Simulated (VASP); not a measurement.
# Na (P1) in VASP: single point with PBEsol

Aim: the single point of Na with PBEsol.

All numbers are computed with VASP 6.6.1; they aren't measurements. Logs are shortened: lines on timing, memory, paths and dates and some standing lists are left out, and cuts for length are marked.

### Step 1. The cell of the first run

The typed cell holds 3 atoms: a = 3.846 Å, b = 3.856 Å, c = 9.938 Å, α = 100.25°, β = 100.59°, γ = 60.27°.

### Step 2. Single point, PBEsol (atoms moved at random and the cell strained at random)

The input, INCAR:

```
SYSTEM = Na
ALGO     = Fast           ! electronic algorithm
EDIFF    = 1E-6           ! SCF threshold, eV
ENCUT    = 520            ! plane-wave cutoff, eV
GGA      = PS             ! functional
ISIF     = 2              ! what is computed and relaxed
ISMEAR   = 0              ! smearing method
LASPH    = .True.         ! aspherical terms in the spheres
LCHARG   = .True.         ! write CHGCAR
LELF     = .True.         ! ELF
LREAL    = .False.        ! projectors in reciprocal space
LVHAR    = .True.       
LWAVE    = .False.        ! write WAVECAR
NBANDS   = 18             ! bands
NELM     = 80             ! most SCF steps
PREC     = Accurate       ! precision mode
SIGMA    = 0.1            ! smearing width, eV
```

The input, KPOINTS:

```
k-points
0
Gamma
  12 12 4
  0 0 0
```

The input, POSCAR:

```
Na
1.0
    3.3278203383     -1.9288091251      0.0261369471
    3.3334271255      1.9384630142      0.0377960938
   -2.1719346000      0.0261222104      9.6982217973
Na
3
Direct
    0.0183056622      0.0073175511     -0.0009204631
    0.1704385395      0.2493859633      0.6755592165
    0.8112542342      0.7432949214      0.3253612466
```

Potentials or basis: VASP PAW PBE potentials, release 64 (Na_pv).

Launch:

```
cat potpaw_PBE.64/Na_pv/POTCAR > POTCAR
mpirun -np 1 vasp_std > vasp.out
```

OUTCAR:

```text
SYSTEM = Na
   EDIFF = 1E-6
   ENCUT = 520
   GGA = PS
   ISIF = 2
   ISMEAR = 0
   LASPH = .True.
   LREAL = .False.
   NELM = 80
   PREC = Accurate

 ion  position               nearest neighbor table
   1  0.018  0.007  0.999-
   2  0.170  0.249  0.676-
   3  0.811  0.743  0.325-

  LATTYP: Found a triclinic cell.
 ALAT       =     3.8562681187
 B/A-ratio  =     0.9974606716
 C/A-ratio  =     2.5931638855
 COS(alpha) =     0.0085896931
 COS(beta)  =     0.2087007911
 COS(gamma) =     0.4958598063

  Lattice vectors:

 A1 = (  -3.3334271255,  -1.9384630142,  -0.0377960938)
 A2 = (  -3.3278203383,   1.9288091251,  -0.0261369471)
 A3 = (  -1.1614925255,  -1.9645852246,  -9.7360178911)

Analysis of symmetry for initial positions (statically):
=====================================================================
 Subroutine PRICEL returns:
 Original cell was already a primitive cell.

 Routine SETGRP: Setting up the symmetry group for a
 triclinic supercell.

 Subroutine GETGRP returns: Found  1 space group operations
 (whereof  1 operations were pure point group operations)
 out of a pool of  2 trial point group operations.

The static configuration has the point symmetry C_1 .

Analysis of symmetry for dynamics (positions and initial velocities):
=====================================================================
 Subroutine PRICEL returns:
 Original cell was already a primitive cell.

 Routine SETGRP: Setting up the symmetry group for a
 triclinic supercell.

 Subroutine GETGRP returns: Found  1 space group operations
 (whereof  1 operations were pure point group operations)
 out of a pool of  2 trial point group operations.

The dynamic configuration has the point symmetry C_1 .

 Subroutine INISYM returns: Found  1 space group operations
 (whereof  1 operations are pure point group operations),
 and found     1 'primitive' translations

----------------------------------------------------------------------------------------

                                     Primitive cell

  volume of cell :     125.1844

  direct lattice vectors                    reciprocal lattice vectors
     3.327820338 -1.928809125  0.026136947     0.150167778 -0.258901405  0.034327702
     3.333427126  1.938463014  0.037796094     0.149433218  0.258264754  0.032770206
    -2.171934600  0.026122210  9.698221797    -0.000987080 -0.000308769  0.102891459

  length of vectors
     3.846475788  3.856268119  9.938485212     0.301261830  0.300174709  0.102896657

  position of ions in fractional coordinates (direct lattice)
     0.018305662  0.007317551  0.999079537
     0.170438539  0.249385963  0.675559216
     0.811254234  0.743294921  0.325361247

  ion indices of the primitive-cell ions
   primitive index   ion index
                 1           1
                 2           2
                 3           3

----------------------------------------------------------------------------------------

 KPOINTS: k-points

Automatic generation of k-mesh.
 Grid dimensions read from file:
 generate k-points for:   12   12    4

 Generating k-lattice:

  Cartesian coordinates                     Fractional coordinates (reciprocal lattice)
     0.012513982 -0.021575117  0.002860642     0.083333333 -0.000000000  0.000000000
     0.012452768  0.021522063  0.002730851     0.000000000  0.083333333  0.000000000
    -0.000246770 -0.000077192  0.025722865     0.000000000 -0.000000000  0.250000000

  Length of vectors
     0.025105153  0.025014559  0.025724164

  Shift w.r.t. Gamma in fractional coordinates (k-lattice)
     0.000000000  0.000000000  0.000000000

 Subroutine IBZKPT returns following result:
 ===========================================

 Found    292 irreducible k-points:

 Following reciprocal coordinates:
            Coordinates               Weight
  0.000000  0.000000  0.000000      1.000000
  0.083333  0.000000  0.000000      2.000000
  0.166667  0.000000  0.000000      2.000000
  0.250000 -0.000000  0.000000      2.000000
  0.333333 -0.000000 -0.000000      2.000000
  0.416667 -0.000000  0.000000      2.000000
[... 16 lines left out ...]
  0.250000  0.166667  0.000000      2.000000
  0.333333  0.166667  0.000000      2.000000
 [... further k-points ...]
   k-points           NKPTS =    292   k-points in BZ     NKDIM =    292   number of bands    NBANDS=     18
   number of dos      NEDOS =    301   number of ions     NIONS =      3
   total plane-waves  NPLWV =  72000
   dimension x,y,z NGX =    30 NGY =   30 NGZ =   80
   dimension x,y,z NGXF=    60 NGYF=   60 NGZF=  160
   ions per type =               3
   NGX,Y,Z   is equivalent  to a cutoff of  12.97, 12.93, 13.38 a.u.
   NGXF,Y,Z  is equivalent  to a cutoff of  25.93, 25.87, 26.76 a.u.
 SYSTEM =  Na
   PREC   = accura    normal or accurate (medium, high low for compatibility)
   ISTART =      0    job   : 0-new  1-cont  2-samecut
   ICHARG =      2    charge: 1-file 2-atom 10-const
   ISPIN  =      1    spin polarized calculation?
   LNONCOLLINEAR =      F non collinear calculations
   LSORBIT =      F    spin-orbit coupling
   LASPH  =      T    aspherical Exc in radial PAW
   ENCUT  =  520.0 eV  38.22 Ry    6.18 a.u.   7.15  7.17 18.48*2*pi/ulx,y,z
   NELM   =     80;   NELMIN=  2; NELMDL= -5     # of ELM steps
   EDIFF  = 0.1E-05   stopping-criterion for ELM
   LREAL  =      F    real-space projection
[... 7 lines left out ...]
   TEBEG  =    0.0;   TEEND  =   0.0 temperature during run
   PSTRESS=    0.0 pullay stress
   NELECT =      21.0000    total number of electrons
   NUPDOWN=      -1.0000    fix difference up-down
   EMIN   =  10.00;   EMAX   =-10.00  energy-range for DOS
   EFERMI =   0.00;   METHOD = LEGACY
   ISMEAR =     0;   SIGMA  =   0.10  broadening in eV -4-tet -1-fermi 0-gaus
   EFERMI_NEDOS =   21; number of points for ismear=-14 and -15
   IALGO  =     68    algorithm
   IMIX   =      4    mixing-type and parameters
     AMIX     =   0.40;   BMIX     =  1.00
     AMIX_MAG =   1.60;   BMIX_MAG =  1.00
  volume/ion in A,a.u.               =      41.73       281.60
  Fermi-wavevector in a.u.,A,eV,Ry     =   0.902883  1.706201 11.091426  0.815197
  Thomas-Fermi vector in A             =   2.026140
   LORBIT       =      0    0 simple, 1 ext, 2 COOP (PROOUT), +10 PAW based schemes
   GGA     = PS    functional components
   LHFCALC =     F    Hartree Fock is set to
   AEXX    =    0.0000 exact exchange contribution
   IVDW    =     0    specifies the selected vdW correction
   LEPSILON=     F    determine dielectric tensor
   LRPA    =     F    only Hartree local field effects (RPA)
 non-spin polarized calculation
 RMM-DIIS sequential band-by-band and
 Gauss-broadening in eV      SIGMA  =   0.10
  energy-cutoff  :      520.00
  volume of cell :      125.18
 maximum number of plane-waves:      3396
 NGX is ok and might be reduce to    30
   NGX = 15   NGY = 15   NGZ = 37

 number of electron      21.0000011 magnetization

 Free energy of the ion-electron system (eV)
  ---------------------------------------------------
  ext. energy  EPLUGINS =         0.00000000
  ---------------------------------------------------
  free energy    TOTEN  =        -4.15018333 eV

  energy without entropy =       -4.14188711  energy(sigma->0) =       -4.14603522

 E-fermi :  -0.0261     XC(G=0):  -6.1961

 val. band max:       -0.0332082644   @ k =  -0.2500   0.0833   0.0000
 cond. band min:      -0.0139073571   @ k =  -0.2500   0.0000   0.2500
 fundamental gap:      0.0193009073
 Fermi energy:        -0.0260907698

 k-point     1 :       0.0000    0.0000    0.0000
  band No.  band energies     occupation
      1     -24.9258      2.00000
      2     -24.9191      2.00000
      3     -24.9153      2.00000
      4     -24.9142      2.00000
      5     -24.9115      2.00000
      6     -24.9097      2.00000
[... 10 lines left out ...]
     17       9.7528      0.00000
     18       9.8311      0.00000

 k-point     2 :       0.0833    0.0000    0.0000
  band No.  band energies     occupation
      1     -24.9256      2.00000
      2     -24.9190      2.00000
      3     -24.9157      2.00000
      4     -24.9153      2.00000
      5     -24.9118      2.00000
      6     -24.9109      2.00000
[... 10 lines left out ...]
     17       8.9407      0.00000
     18       9.3295      0.00000

 k-point     3 :       0.1667    0.0000    0.0000
  band No.  band energies     occupation
      1     -24.9250      2.00000
      2     -24.9197      2.00000
      3     -24.9179      2.00000
      4     -24.9165      2.00000
      5     -24.9144      2.00000
      6     -24.9125      2.00000
[... 10 lines left out ...]
     17       8.0978      0.00000
     18       8.2726      0.00000

 k-point     4 :       0.2500   -0.0000    0.0000
  band No.  band energies     occupation
      1     -24.9248      2.00000
      2     -24.9236      2.00000
      3     -24.9196      2.00000
      4     -24.9178      2.00000
      5     -24.9171      2.00000
      6     -24.9137      2.00000
[... 375 lines left out ...]
      4     -24.9158      2.00000
      5     -24.9156      2.00000
      6     -24.9111      2.00000
[... 10 lines left out ...]
     17       8.0652      0.00000
     18       8.2759      0.00000

 k-point    23 :       0.2500    0.1667    0.0000
  band No.  band energies     occupation
      1     -24.9247      2.00000
      2     -24.9227      2.00000
      3     -24.9195      2.00000
      4     -24.9171      2.00000
      5     -24.9166      2.00000
      6     -24.9125      2.00000
[... 10 lines left out ...]
     17       6.4205      0.00000
     18       7.4891      0.00000

 k-point    24 :       0.3333    0.1667    0.0000
  band No.  band energies     occupation
      1     -24.9261      2.00000
      2     -24.9240      2.00000
      3     -24.9219      2.00000
      4     -24.9189      2.00000
      5     -24.9167      2.00000
      6     -24.9144      2.00000
[... 10 lines left out ...]
     17       5.4370      0.00000
     18       6.1487      0.00000

 [... further k-points ...]

------------------------ aborting loop because EDIFF is reached ----------------------------------------

  FORCE on cell =-STRESS in cart. coord.  units (eV):
  Direction    XX          YY          ZZ          XY          YZ          ZX
  --------------------------------------------------------------------------------------
  -------------------------------------------------------------------------------------
  Total       -0.4806309     -0.6007228     -0.8045465      0.0618869      0.0019909     -0.0668033
  in kB       -6.1513746     -7.6883768    -10.2970229      0.7920616      0.0254807     -0.8549844
  external PRESSURE =      -8.0455915 kB  Pullay stress =       0.0000000 kB

 VOLUME and BASIS-vectors are now :
 -----------------------------------------------------------------------------
  energy-cutoff  :      520.00
  volume of cell :      125.18
      direct lattice vectors                 reciprocal lattice vectors
     3.327820338 -1.928809125  0.026136947     0.150167778 -0.258901405  0.034327702
     3.333427126  1.938463014  0.037796094     0.149433218  0.258264754  0.032770206
    -2.171934600  0.026122210  9.698221797    -0.000987080 -0.000308769  0.102891459

 POSITION                                       TOTAL-FORCE (eV/Angst)
 -----------------------------------------------------------------------------------
     -2.08462      0.00497      9.69005        -0.016118      0.000195      0.011169
     -0.06877      0.17233      6.56560         0.015898     -0.013393     -0.050763
      4.47076     -0.11541      3.20472         0.000220      0.013198      0.039594
 -----------------------------------------------------------------------------------
    total drift:                               -0.000809      0.000124     -0.000157

  FREE ENERGIE OF THE ION-ELECTRON SYSTEM (eV)
  ---------------------------------------------------
  free  energy   TOTEN  =        -4.1501833346 eV

  energy  without entropy=       -4.1418871051  energy(sigma->0) =       -4.14603522
```

It took 3.8 min on 1 thread of Intel Xeon 6975P-C (Granite Rapids), shared host; peak memory 0.57 GiB.

What came out:

```yaml
Free_energy: -4.1502 eV
Pressure: -0.8 GPa
Largest_force: 0.055 eV/Å
Band_gap_on_the_k_mesh: zero (an odd number of electrons rules out a gap without spin polarisation)
```

Forces on the atoms (eV/Å):
```
Na  -0.016  0.000  0.011
Na   0.016 -0.013 -0.051
Na   0.000  0.013  0.040
```

Caveat: the cell differs from its parent crystal (atoms moved at random and the cell strained at random); the PAW data sets were made with another functional, which shifts forces and pressure a little.
